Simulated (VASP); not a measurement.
# SnSe2 (P-3m1) in VASP: further runs

SnSe2 is run at these levels: PBE; tasks: single point.

Everything below comes from runs of VASP 6.6.1. Logs are shortened: lines on timing, memory, paths and dates and some standing lists are left out, and cuts for length are marked.

## Step 1: The cell of the first run

It takes space group P-3m1 (No. 164, trigonal). The conventional cell has a = 3.825 Å, b = 3.825 Å, c = 6.227 Å, α = 90.00°, β = 90.00°, γ = 120.00°. Within 3.6 Å of Sn (site symmetry -3m) lie 6 Se at 2.71 Å. Se (site symmetry 3m) has 3 Sn at 2.71 Å within 3.6 Å.

## Step 2: Single point, PBE

The input, INCAR:

```
SYSTEM = SnSe2
ALGO     = Normal         ! electronic algorithm
EDIFF    = 1E-6           ! SCF threshold, eV
ENCUT    = 520            ! plane-wave cutoff, eV
GGA      = PE             ! functional
ISIF     = 2              ! what is computed and relaxed
ISMEAR   = 0              ! smearing method
LASPH    = .True.         ! aspherical terms in the spheres
LCHARG   = .True.         ! write CHGCAR
LELF     = .True.         ! ELF
LREAL    = .False.        ! projectors in reciprocal space
LVHAR    = .True.       
LWAVE    = .False.        ! write WAVECAR
NBANDS   = 20             ! bands
NELM     = 100            ! most SCF steps
PREC     = Accurate       ! precision mode
SIGMA    = 0.01           ! smearing width, eV
```

The input, KPOINTS:

```
k-points
0
Gamma
  6 6 2
  0 0 0
```

The input, POSCAR:

```
SnSe2
1.0
    3.8251638404      0.0000000000      0.0000000000
   -1.9125819202      3.3126890594      0.0000000000
    0.0000000000      0.0000000000      6.2270561301
Sn Se
1 2
Direct
    0.0000000000      0.0000000000      0.0000000000
    0.3333333333      0.6666666667      0.2530760434
    0.6666666667      0.3333333333      0.7469239566
```

Potentials or basis: VASP PAW PBE potentials, release 64 (Sn_d, Se).

On the command line:

```
cat potpaw_PBE.64/Sn_d/POTCAR potpaw_PBE.64/Se/POTCAR > POTCAR
mpirun -np 1 vasp_std > vasp.out
```

OUTCAR:

```text
SYSTEM = SnSe2
   EDIFF = 1E-6
   ENCUT = 520
   GGA = PE
   ISIF = 2
   ISMEAR = 0
   LASPH = .True.
   LREAL = .False.
   NELM = 100
   PREC = Accurate

 ion  position               nearest neighbor table
   1  0.000  0.000  0.000-   2 2.71   3 2.71   2 2.71   3 2.71   3 2.71   2 2.71
   2  0.333  0.667  0.253-   1 2.71   1 2.71   1 2.71
   3  0.667  0.333  0.747-   1 2.71   1 2.71   1 2.71

  LATTYP: Found a hexagonal cell.
 ALAT       =     3.8251638404
 C/A-ratio  =     1.6279188003

  Lattice vectors:

 A1 = (   3.8251638404,   0.0000000000,   0.0000000000)
 A2 = (  -1.9125819202,   3.3126890594,   0.0000000000)
 A3 = (   0.0000000000,   0.0000000000,   6.2270561301)

Analysis of symmetry for initial positions (statically):
=====================================================================
 Subroutine PRICEL returns:
 Original cell was already a primitive cell.

 Routine SETGRP: Setting up the symmetry group for a
 hexagonal supercell.

 Subroutine GETGRP returns: Found 12 space group operations
 (whereof 12 operations were pure point group operations)
 out of a pool of 24 trial point group operations.

The static configuration has the point symmetry D_3d.

Analysis of symmetry for dynamics (positions and initial velocities):
=====================================================================
 Subroutine PRICEL returns:
 Original cell was already a primitive cell.

 Routine SETGRP: Setting up the symmetry group for a
 hexagonal supercell.

 Subroutine GETGRP returns: Found 12 space group operations
 (whereof 12 operations were pure point group operations)
 out of a pool of 24 trial point group operations.

The dynamic configuration has the point symmetry D_3d.

 Subroutine INISYM returns: Found 12 space group operations
 (whereof 12 operations are pure point group operations),
 and found     1 'primitive' translations

----------------------------------------------------------------------------------------

                                     Primitive cell

  volume of cell :      78.9066

  direct lattice vectors                    reciprocal lattice vectors
     3.825163840  0.000000000  0.000000000     0.261426711  0.150934782  0.000000000
    -1.912581920  3.312689059  0.000000000     0.000000000  0.301869563  0.000000000
     0.000000000  0.000000000  6.227056130     0.000000000  0.000000000  0.160589527

  length of vectors
     3.825163840  3.825163840  6.227056130     0.301869563  0.301869563  0.160589527

  position of ions in fractional coordinates (direct lattice)
     0.000000000  0.000000000  0.000000000
     0.333333333  0.666666667  0.253076043
     0.666666667  0.333333333  0.746923957

  ion indices of the primitive-cell ions
   primitive index   ion index
                 1           1
                 2           2
                 3           3

----------------------------------------------------------------------------------------

 KPOINTS: k-points

Automatic generation of k-mesh.
 Grid dimensions read from file:
 generate k-points for:    6    6    2

 Generating k-lattice:

  Cartesian coordinates                     Fractional coordinates (reciprocal lattice)
     0.043571118  0.025155797  0.000000000     0.166666667  0.000000000  0.000000000
     0.000000000  0.050311594  0.000000000     0.000000000  0.166666667  0.000000000
     0.000000000  0.000000000  0.080294764     0.000000000  0.000000000  0.500000000

  Length of vectors
     0.050311594  0.050311594  0.080294764

  Shift w.r.t. Gamma in fractional coordinates (k-lattice)
     0.000000000  0.000000000  0.000000000

 Subroutine IBZKPT returns following result:
 ===========================================

 Found     14 irreducible k-points:

 Following reciprocal coordinates:
            Coordinates               Weight
  0.000000  0.000000  0.000000      1.000000
  0.166667  0.000000  0.000000      6.000000
  0.333333 -0.000000  0.000000      6.000000
  0.500000  0.000000  0.000000      3.000000
  0.166667  0.166667  0.000000      6.000000
  0.333333  0.166667  0.000000     12.000000
  0.333333  0.333333  0.000000      2.000000
  0.000000  0.000000  0.500000      1.000000
  0.166667  0.000000  0.500000      6.000000
  0.333333 -0.000000  0.500000      6.000000
  0.500000  0.000000  0.500000      3.000000
  0.166667  0.166667  0.500000      6.000000
  0.333333  0.166667  0.500000     12.000000
  0.333333  0.333333  0.500000      2.000000
   k-points           NKPTS =     14   k-points in BZ     NKDIM =     14   number of bands    NBANDS=     20
   number of dos      NEDOS =    301   number of ions     NIONS =      3
   total plane-waves  NPLWV =  37632
   dimension x,y,z NGX =    28 NGY =   28 NGZ =   48
   dimension x,y,z NGXF=    56 NGYF=   56 NGZF=   96
   ions per type =               1   2
   NGX,Y,Z   is equivalent  to a cutoff of  12.17, 12.17, 12.81 a.u.
   NGXF,Y,Z  is equivalent  to a cutoff of  24.34, 24.34, 25.63 a.u.
 SYSTEM =  SnSe2
   PREC   = accura    normal or accurate (medium, high low for compatibility)
   ISTART =      0    job   : 0-new  1-cont  2-samecut
   ICHARG =      2    charge: 1-file 2-atom 10-const
   ISPIN  =      1    spin polarized calculation?
   LNONCOLLINEAR =      F non collinear calculations
   LSORBIT =      F    spin-orbit coupling
   LASPH  =      T    aspherical Exc in radial PAW
   ENCUT  =  520.0 eV  38.22 Ry    6.18 a.u.   7.11  7.11 11.58*2*pi/ulx,y,z
   NELM   =    100;   NELMIN=  2; NELMDL= -5     # of ELM steps
   EDIFF  = 0.1E-05   stopping-criterion for ELM
   LREAL  =      F    real-space projection
   EDIFFG = 0.1E-04   stopping-criterion for IOM
   NSW    =      0    number of steps for IOM
   IBRION =     -1    ionic relax: 0-MD 1-quasi-New 2-CG
   NFREE  =      0    steps in history (QN), initial steepest desc. (CG)
   ISIF   =      2    stress and relaxation
   ISYM   =      2    0-nonsym 1-usesym 2-fastsym
   POTIM  = 0.5000    time-step for ionic-motion
   TEBEG  =    0.0;   TEEND  =   0.0 temperature during run
   PSTRESS=    0.0 pullay stress
   NELECT =      26.0000    total number of electrons
   NUPDOWN=      -1.0000    fix difference up-down
   EMIN   =  10.00;   EMAX   =-10.00  energy-range for DOS
   EFERMI =   0.00;   METHOD = LEGACY
   ISMEAR =     0;   SIGMA  =   0.01  broadening in eV -4-tet -1-fermi 0-gaus
   EFERMI_NEDOS =   21; number of points for ismear=-14 and -15
   IALGO  =     38    algorithm
   IMIX   =      4    mixing-type and parameters
     AMIX     =   0.40;   BMIX     =  1.00
     AMIX_MAG =   1.60;   BMIX_MAG =  1.00
  volume/ion in A,a.u.               =      26.30       177.50
  Fermi-wavevector in a.u.,A,eV,Ry     =   1.130737  2.136782 17.395936  1.278565
  Thomas-Fermi vector in A             =   2.267434
   LORBIT       =      0    0 simple, 1 ext, 2 COOP (PROOUT), +10 PAW based schemes
   GGA     = PE    functional components
   LHFCALC =     F    Hartree Fock is set to
   AEXX    =    0.0000 exact exchange contribution
   IVDW    =     0    specifies the selected vdW correction
   LEPSILON=     F    determine dielectric tensor
   LRPA    =     F    only Hartree local field effects (RPA)
 non-spin polarized calculation
 Gauss-broadening in eV      SIGMA  =   0.01
  energy-cutoff  :      520.00
  volume of cell :       78.91
 maximum number of plane-waves:      2148
   NGX = 15   NGY = 15   NGZ = 23

 number of electron      26.0000000 magnetization

 Free energy of the ion-electron system (eV)
  ---------------------------------------------------
  ext. energy  EPLUGINS =         0.00000000
  ---------------------------------------------------
  free energy    TOTEN  =       -11.81977974 eV

  energy without entropy =      -11.81977974  energy(sigma->0) =      -11.81977974

 E-fermi :   4.0125     XC(G=0):  -9.3741

 val. band max:        3.8904324101   @ k =   0.1667   0.0000   0.0000
 cond. band min:       4.6781009850   @ k =   0.5000   0.0000   0.5000
 fundamental gap:      0.7876685749
 Fermi energy:         4.0125168842

 k-point     1 :       0.0000    0.0000    0.0000
  band No.  band energies     occupation
      1     -17.2858      2.00000
      2     -17.2858      2.00000
      3     -17.2504      2.00000
      4     -17.2380      2.00000
      5     -17.2380      2.00000
      6      -9.8307      2.00000
[... 12 lines left out ...]
     19      12.9309      0.00000
     20      12.9309      0.00000

 k-point     2 :       0.1667    0.0000    0.0000
  band No.  band energies     occupation
      1     -17.2972      2.00000
      2     -17.2771      2.00000
      3     -17.2461      2.00000
      4     -17.2410      2.00000
      5     -17.2365      2.00000
      6      -9.5652      2.00000
[... 12 lines left out ...]
     19      12.1858      0.00000
     20      13.2079      0.00000

 k-point     3 :       0.3333   -0.0000    0.0000
  band No.  band energies     occupation
      1     -17.3236      2.00000
      2     -17.2668      2.00000
      3     -17.2558      2.00000
      4     -17.2259      2.00000
      5     -17.2249      2.00000
      6      -8.8611      2.00000
[... 12 lines left out ...]
     19      12.9437      0.00000
     20      13.7002      0.00000

 k-point     4 :       0.5000    0.0000    0.0000
  band No.  band energies     occupation
      1     -17.3376      2.00000
      2     -17.2652      2.00000
      3     -17.2604      2.00000
      4     -17.2169      2.00000
      5     -17.2164      2.00000
      6      -8.2587      2.00000
[... 12 lines left out ...]
     19      13.8482      0.00000
     20      14.5439      0.00000

 k-point     5 :       0.1667    0.1667    0.0000
  band No.  band energies     occupation
      1     -17.3106      2.00000
      2     -17.2744      2.00000
      3     -17.2486      2.00000
      4     -17.2392      2.00000
      5     -17.2246      2.00000
      6      -9.0745      2.00000
[... 12 lines left out ...]
     19      10.9921      0.00000
     20      14.0394      0.00000

 k-point     6 :       0.3333    0.1667    0.0000
  band No.  band energies     occupation
      1     -17.3237      2.00000
      2     -17.2765      2.00000
      3     -17.2523      2.00000
      4     -17.2279      2.00000
      5     -17.2165      2.00000
      6      -8.3277      2.00000
[... 12 lines left out ...]
     19      12.5375      0.00000
     20      13.9411      0.00000

 k-point     7 :       0.3333    0.3333    0.0000
  band No.  band energies     occupation
      1     -17.3019      2.00000
      2     -17.3019      2.00000
      3     -17.2368      2.00000
      4     -17.2368      2.00000
      5     -17.2198      2.00000
      6      -7.8330      2.00000
[... 12 lines left out ...]
     19      12.4552      0.00000
     20      12.4552      0.00000

 k-point     8 :       0.0000    0.0000    0.5000
  band No.  band energies     occupation
      1     -17.2858      2.00000
      2     -17.2858      2.00000
      3     -17.2503      2.00000
      4     -17.2381      2.00000
      5     -17.2381      2.00000
      6      -9.6506      2.00000
[... 12 lines left out ...]
     19      12.3851      0.00000
     20      12.3851      0.00000

 k-point     9 :       0.1667    0.0000    0.5000
  band No.  band energies     occupation
      1     -17.2973      2.00000
      2     -17.2771      2.00000
      3     -17.2461      2.00000
      4     -17.2409      2.00000
      5     -17.2365      2.00000
      6      -9.3899      2.00000
[... 12 lines left out ...]
     19      12.0192      0.00000
     20      13.0348      0.00000

 k-point    10 :       0.3333   -0.0000    0.5000
  band No.  band energies     occupation
      1     -17.3238      2.00000
      2     -17.2668      2.00000
      3     -17.2558      2.00000
      4     -17.2259      2.00000
      5     -17.2248      2.00000
      6      -8.7109      2.00000
[... 12 lines left out ...]
     19      13.5789      0.00000
     20      13.7828      0.00000

 k-point    11 :       0.5000    0.0000    0.5000
  band No.  band energies     occupation
      1     -17.3377      2.00000
      2     -17.2653      2.00000
      3     -17.2605      2.00000
      4     -17.2169      2.00000
      5     -17.2163      2.00000
      6      -8.1611      2.00000
[... 12 lines left out ...]
     19      13.5371      0.00000
     20      14.5481      0.00000

 k-point    12 :       0.1667    0.1667    0.5000
  band No.  band energies     occupation
      1     -17.3107      2.00000
      2     -17.2744      2.00000
      3     -17.2487      2.00000
      4     -17.2391      2.00000
      5     -17.2245      2.00000
      6      -8.9139      2.00000
[... 12 lines left out ...]
     19      11.9640      0.00000
     20      13.0867      0.00000

 k-point    13 :       0.3333    0.1667    0.5000
  band No.  band energies     occupation
      1     -17.3238      2.00000
      2     -17.2766      2.00000
      3     -17.2523      2.00000
      4     -17.2279      2.00000
      5     -17.2164      2.00000
      6      -8.2203      2.00000
[... 12 lines left out ...]
     19      12.3252      0.00000
     20      13.6797      0.00000

 k-point    14 :       0.3333    0.3333    0.5000
  band No.  band energies     occupation
      1     -17.3020      2.00000
      2     -17.3020      2.00000
      3     -17.2368      2.00000
      4     -17.2368      2.00000
      5     -17.2198      2.00000
      6      -7.8206      2.00000
[... 12 lines left out ...]
     19      13.0747      0.00000
     20      13.0951      0.00000

------------------------ aborting loop because EDIFF is reached ----------------------------------------

  FORCE on cell =-STRESS in cart. coord.  units (eV):
  Direction    XX          YY          ZZ          XY          YZ          ZX
  --------------------------------------------------------------------------------------
  -------------------------------------------------------------------------------------
  Total        1.4918507      1.4918507      1.4084679     -0.0000000     -0.0000000      0.0000000
  in kB       30.2916171     30.2916171     28.5985517     -0.0000000     -0.0000000      0.0000000
  external PRESSURE =      29.7272620 kB  Pullay stress =       0.0000000 kB

 VOLUME and BASIS-vectors are now :
 -----------------------------------------------------------------------------
  energy-cutoff  :      520.00
  volume of cell :       78.91
      direct lattice vectors                 reciprocal lattice vectors
     3.825163840  0.000000000  0.000000000     0.261426711  0.150934782  0.000000000
    -1.912581920  3.312689059  0.000000000     0.000000000  0.301869563  0.000000000
     0.000000000  0.000000000  6.227056130     0.000000000  0.000000000  0.160589527

 POSITION                                       TOTAL-FORCE (eV/Angst)
 -----------------------------------------------------------------------------------
      0.00000      0.00000      0.00000        -0.000000      0.000000      0.000000
     -0.00000      2.20846      1.57592         0.000000     -0.000000      0.263163
      1.91258      1.10423      4.65114        -0.000000      0.000000     -0.263163
 -----------------------------------------------------------------------------------
    total drift:                               -0.000000      0.000000      0.000000

  FREE ENERGIE OF THE ION-ELECTRON SYSTEM (eV)
  ---------------------------------------------------
  free  energy   TOTEN  =       -11.8197797370 eV

  energy  without entropy=      -11.8197797370  energy(sigma->0) =      -11.81977974
```

It took 28 s on 1 thread of AMD EPYC 7R43 (Zen 3), shared host; peak memory 0.15 GiB.

What came out:

- Free energy: -11.8198 eV
- Pressure: 3.0 GPa
- Largest force: 0.263 eV/Å
- Band gap on the k mesh: 0.79 eV, indirect (least direct gap 1.12 eV)

Forces on the atoms (eV/Å):
```
Sn   0.000  0.000  0.000
Se   0.000  0.000  0.263
Se   0.000  0.000 -0.263
```

Stress tensor (GPa, compression positive):
```
3.03 0.00 0.00
0.00 3.03 0.00
0.00 0.00 2.86
```

Caveat: the k points lie up to 0.50 Å⁻¹ apart; spin-orbit coupling is left out, which moves the levels of the heavy elements; this functional lacks dispersion, which binds the layers, so the pressure and a relaxed spacing across them are unreliable. A k mesh can miss the band edges.

(Part 1 of 2 ends here.)
